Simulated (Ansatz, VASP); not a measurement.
MoSe: VASP beside Ansatz

The input INCAR:

```
SYSTEM = MoSe
PREC     = Accurate       ! precision mode
ENCUT    = 520            ! plane-wave cutoff, eV
EDIFF    = 1E-6           ! SCF threshold, eV
ISMEAR   = 0              ! smearing method
SIGMA    = 0.1            ! smearing width, eV
LREAL    = .False.        ! projectors in reciprocal space
LASPH    = .True.         ! aspherical terms in the spheres
NELM     = 80             ! most SCF steps
ALGO     = Normal         ! electronic algorithm
ISIF     = 2              ! what is computed and relaxed
LWAVE    = .False.        ! write WAVECAR
LCHARG   = .False.        ! write CHGCAR
GGA      = PE             ! functional
NBANDS   = 17             ! bands
```

Contents of KPOINTS:

```
Automatic mesh
0
Gamma
  14 14 14
  0 0 0
```

File POSCAR:

```
MoSe
1.0
    0.0000000000      2.6101627283      2.6101627283
    2.6101627283      0.0000000000      2.6101627283
    2.6101627283      2.6101627283      0.0000000000
Mo Se
1 1
Direct
    0.0000000000      0.0000000000      0.0000000000
    0.5000000000      0.5000000000      0.5000000000
```

Input for Ansatz:

```yaml
crystal:
  lattice:
    - [0.0, 2.6101627283, 2.6101627283]
    - [2.6101627283, 0.0, 2.6101627283]
    - [2.6101627283, 2.6101627283, 0.0]
  atoms:
    - { symbol: Mo, position: [0.0, 0.0, 0.0] }
    - { symbol: Se, position: [0.5, 0.5, 0.5] }
basis:
  ecutwfc: 420
kpoints:
  mp_grid: { grid: [14, 14, 14] }
hamiltonian:
  xc: pbe
scf:
  occupations: { method: gaussian, width: 0.1 }
  lower_state_search: "off"
output:
  forces: true
  stress: true
  eigenvalues: true
```

Alike in both runs: task single point; functional PBE; k mesh 14 × 14 × 14; occupations gaussian, width 0.1 eV; no spin polarisation.

|  | VASP | Ansatz |
| --- | --- | --- |
| version | VASP 6.6.1 | Ansatz 0.2.0 |
| potentials or method | VASP PAW PBE potentials, release 64 (Mo_sv, Se), cutoff 520 eV | scalar-relativistic, plane waves, PAW |
| valence electrons in the cell | 20 | 30 |

```tsv
	VASP	Ansatz	Ansatz less VASP
gap on the k mesh at the Fermi level (eV)	none	none	-
pressure (GPa)	0.2	0.0	-0.24
```

A gap of «none» marks a metal or a gap that the smearing closes. The functional is the same, so the differences come from potentials, cutoffs and numerics. VASP's potentials hold 20 valence electrons a cell and Ansatz's 30, so a difference there can come from the potentials and not from the codes.
